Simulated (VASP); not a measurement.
# Al3Pd (Pm-3m) in VASP: a series of runs, part 2 of 2

VASP 6.6.1.

## 3. Single point, PBE

This run uses another cell than the first one, of 15.54 Å³/atom.

Contents of INCAR:

```
PREC     = Accurate       # precision mode
ENCUT    = 520            # plane-wave cutoff, eV
EDIFF    = 1E-6           # SCF threshold, eV
ISMEAR   = 0              # smearing method
SIGMA    = 0.1            # smearing width, eV
LREAL    = F              # projectors in reciprocal space
LASPH    = T              # aspherical terms in the spheres
NELM     = 80             # most SCF steps
ALGO     = Normal         # electronic algorithm
ISIF     = 2              # what is computed and relaxed
LWAVE    = F              # write WAVECAR
LCHARG   = F              # write CHGCAR
GGA      = PE             # functional
NBANDS   = 18             # bands
```

Contents of KPOINTS:

```
Automatic mesh
0
Gamma
  12 12 12
```

Contents of POSCAR:

```
Al3Pd
1.0
    3.9615895000      0.0000000000      0.0000000000
    0.0000000000      3.9615895000      0.0000000000
    0.0000000000      0.0000000000      3.9615895000
Al Pd
3 1
Direct
    0.0000000000      0.5000000000      0.5000000000
    0.5000000000      0.0000000000      0.5000000000
    0.5000000000      0.5000000000      0.0000000000
    0.0000000000      0.0000000000      0.0000000000
```

Potentials or basis: VASP PAW PBE potentials, release 64 (Al, Pd).

Command:

```
$ cat potpaw_PBE.64/Al/POTCAR potpaw_PBE.64/Pd/POTCAR > POTCAR
$ mpirun -np 1 vasp_std > vasp.out
```

Run time: 45 s. Hardware: 1 thread of Intel Xeon 6975P-C (Granite Rapids), shared host; peak memory 0.22 GiB.

The run converged. Its results:

| Quantity | Value |
| --- | --- |
| Free energy | -17.8217 eV |
| Pressure | 0.0 GPa |
| Band gap on the k mesh | zero (an odd number of electrons rules out a gap without spin polarisation) |

Levels at points of the mesh, in eV from the Fermi level:
| k point | band 5 | band 6 | band 7 | band 8 | band 9 | band 10 | band 11 | band 12 | band 13 | band 14 |
| --- | --- | --- | --- | --- | --- | --- | --- | --- | --- | --- |
| (0.00, 0.00, 0.00) | -3.65 | -3.65 | -2.31 | -2.31 | -2.31 | 0.09 | 1.70 | 1.70 | 5.75 | 5.75 |
| (0.50, 0.00, 0.00) | -4.45 | -3.57 | -3.11 | 0.52 | 0.52 | 0.91 | 1.11 | 1.11 | 1.32 | 3.90 |
| (0.50, 0.50, 0.00) | -4.16 | -4.16 | -3.15 | -2.78 | -2.52 | 1.09 | 3.52 | 3.52 | 3.97 | 3.97 |
| (0.50, 0.50, 0.50) | -3.69 | -3.69 | -3.69 | -3.13 | -3.13 | -1.22 | -0.70 | -0.70 | -0.70 | 11.70 |

## 4. Relaxation of cell and atoms, PBE

Contents of INCAR:

```
SYSTEM = Al3Pd
PREC = Accurate
ENCUT = 600
EDIFF = 1E-6
ISMEAR = 0
SIGMA = 0.1
LREAL = .FALSE.
LASPH = .TRUE.
NELM = 60
ALGO = Normal
ISIF = 3
LWAVE = .FALSE.
LCHARG = .FALSE.
GGA = PE
IBRION = 2
NSW = 100
EDIFFG = -0.01
```

Contents of KPOINTS:

```
Automatic mesh
0
G
  12 12 12
  0 0 0
```

Contents of POSCAR:

```
Al3Pd
1.0
    3.9469099000      0.0000000000      0.0000000000
    0.0000000000      3.9469099000      0.0000000000
    0.0000000000      0.0000000000      3.9469099000
Al Pd
3 1
Direct
    0.0000000000      0.5000000000      0.5000000000
    0.5000000000      0.0000000000      0.5000000000
    0.5000000000      0.5000000000      0.0000000000
    0.0000000000      0.0000000000      0.0000000000
```

Potentials or basis: VASP PAW PBE potentials, release 64 (Al, Pd).

Command:

```
$ cat potpaw_PBE.64/Al/POTCAR potpaw_PBE.64/Pd/POTCAR > POTCAR
$ mpirun -np 1 vasp_std > vasp.out
```

OUTCAR:

```text
SYSTEM = Al3Pd
   PREC = Accurate
   ENCUT = 600
   EDIFF = 1E-6
   ISMEAR = 0
   LREAL = .FALSE.
   LASPH = .TRUE.
   NELM = 60
   ISIF = 3
   GGA = PE
   IBRION = 2
   NSW = 100
   EDIFFG = -0.01

 ion  position               nearest neighbor table
   1  0.000  0.500  0.500-   2 2.79   3 2.79   4 2.79   3 2.79   4 2.79   2 2.79   4 2.79   4 2.79
                             2 2.79   3 2.79   3 2.79   2 2.79
   2  0.500  0.000  0.500-   1 2.79   3 2.79   4 2.79   3 2.79   4 2.79   1 2.79   3 2.79   3 2.79
                             1 2.79   4 2.79   4 2.79   1 2.79
   3  0.500  0.500  0.000-   1 2.79   2 2.79   4 2.79   1 2.79   2 2.79   2 2.79   4 2.79   2 2.79
                             1 2.79   4 2.79   1 2.79   4 2.79
   4  0.000  0.000  0.000-   1 2.79   2 2.79   3 2.79   1 2.79   2 2.79   1 2.79   3 2.79   1 2.79
                             2 2.79   3 2.79   2 2.79   3 2.79

  LATTYP: Found a simple cubic cell.
 ALAT       =     3.9469099000

[... 287 lines left out ...]
      7       6.8808      2.00000
      8       6.8808      2.00000
      9       6.8808      2.00000
     10       9.2761      0.21721
     11      10.8931      0.00000
     12      10.8931      0.00000
     13      14.9415      0.00000
[... 354 lines left out ...]
  band No.  band energies     occupation
      1       0.7040      2.00000
      2       2.2911      2.00000
      3       3.4031      2.00000
      4       4.3900      2.00000
      5       4.9749      2.00000
      6       5.1417      2.00000
      7       6.0795      2.00000
      8       6.5689      2.00000
      9       7.4050      2.00000
     10      10.0837      0.00000
     11      11.4682      0.00000
     12      11.7622      0.00000
     13      12.9998      0.00000

 [... further k-points ...]

------------------------ aborting loop because EDIFF is reached ----------------------------------------

  FORCE on cell =-STRESS in cart. coord.  units (eV):
  Direction    XX          YY          ZZ          XY          YZ          ZX
  --------------------------------------------------------------------------------------
  -------------------------------------------------------------------------------------
  Total        0.0014779      0.0014779      0.0014779      0.0000000     -0.0000000      0.0000000
  in kB        0.0381026      0.0381026      0.0381026      0.0000000     -0.0000000      0.0000000
  external PRESSURE =       0.0381026 kB  Pullay stress =       0.0000000 kB
[... 19 lines left out ...]
  FREE ENERGIE OF THE ION-ELECTRON SYSTEM (eV)
  ---------------------------------------------------
  free  energy   TOTEN  =       -17.8218566473 eV

  energy  without entropy=      -17.8080757449  energy(sigma->0) =      -17.81496620

 reached required accuracy - stopping structural energy minimisation
```

OSZICAR:

```text
N       E                     dE             d eps       ncg     rms          rms(c)
DAV:   1     0.689164700821E+02    0.68916E+02   -0.82823E+03  2184   0.135E+03
DAV:   2    -0.153560381327E+02   -0.84273E+02   -0.79278E+02  2472   0.219E+02
DAV:   3    -0.183716124632E+02   -0.30156E+01   -0.29573E+01  2702   0.392E+01
[... 22 lines left out ...]
DAV:   3    -0.178218834716E+02    0.30640E-02   -0.11549E-02  2374   0.144E+00    0.747E-02
DAV:   4    -0.178218768859E+02    0.65857E-05   -0.87648E-04  2289   0.212E-01    0.313E-02
DAV:   5    -0.178218548990E+02    0.21987E-04   -0.16376E-04  2289   0.156E-01    0.170E-02
DAV:   6    -0.178218565744E+02   -0.16754E-05   -0.14640E-05  2414   0.459E-02    0.371E-03
DAV:   7    -0.178218566473E+02   -0.72928E-07   -0.23986E-07  1177   0.530E-03
   3 F= -.17821857E+02 E0= -.17814966E+02  d E =-.243465E-02
```

Wall time 47 s (1 thread of Intel Xeon 6975P-C (Granite Rapids), shared host); peak memory 0.24 GiB.

Results:

```
Free energy                           : -17.8219 eV
Relaxed volume                        : 15.54 Å³/atom
Relaxed cell                          : a = 3.961 Å, b = 3.961 Å, c = 3.961 Å, α = 90.00°, β = 90.00°, γ = 90.00°
Space group after relaxing (to 0.1 Å) : Pm-3m (No. 221)
Energy gained by relaxing             : 0.6 meV/atom
Ionic steps                           : 3
Pressure after relaxing               : 0.0 GPa
```

The path:
```tsv
step	energy change (eV)	largest force (eV/Å)	pressure (GPa)	volume (Å³)
1	0.0000	0.0000	1.19	61.49
2	-0.0017	0.0000	-0.60	62.51
3	-0.0024	0.0000	0.00	62.15
```

Final structure:
```
Al Pd
1.0
     3.96100    0.00000    0.00000
     0.00000    3.96100    0.00000
     0.00000    0.00000    3.96100
Al Pd
3 1
Cartesian
  0.0000 1.9805 1.9805
  1.9805 0.0000 1.9805
  1.9805 1.9805 0.0000
  0.0000 0.0000 0.0000
```

Caveat: the highest band is partly filled, so the run has too few bands.

## 5. The runs side by side

```csv
task,cell,k mesh,cutoff (eV),gap on the mesh (eV),pressure (GPa)
single point,"a = 3.947 Å, 4 atoms",4 × 4 × 4,520,none,1.2
single point,"a = 3.962 Å, 4 atoms",12 × 12 × 12,520,none,0.0
relaxation of cell and atoms,"relaxed from a = 3.947 Å, 4 atoms",12 × 12 × 12,600,-,0.0
```

Alike in all rows: level PBE; potentials or basis VASP PAW PBE potentials, release 64 (Al, Pd); no spin polarisation; smearing gaussian 0.1 eV.

Caveats: some runs use coarse meshes; the highest band is partly filled, so the run has too few bands (at least some runs).

Absolute energies hang on the potentials; compare differences alone.
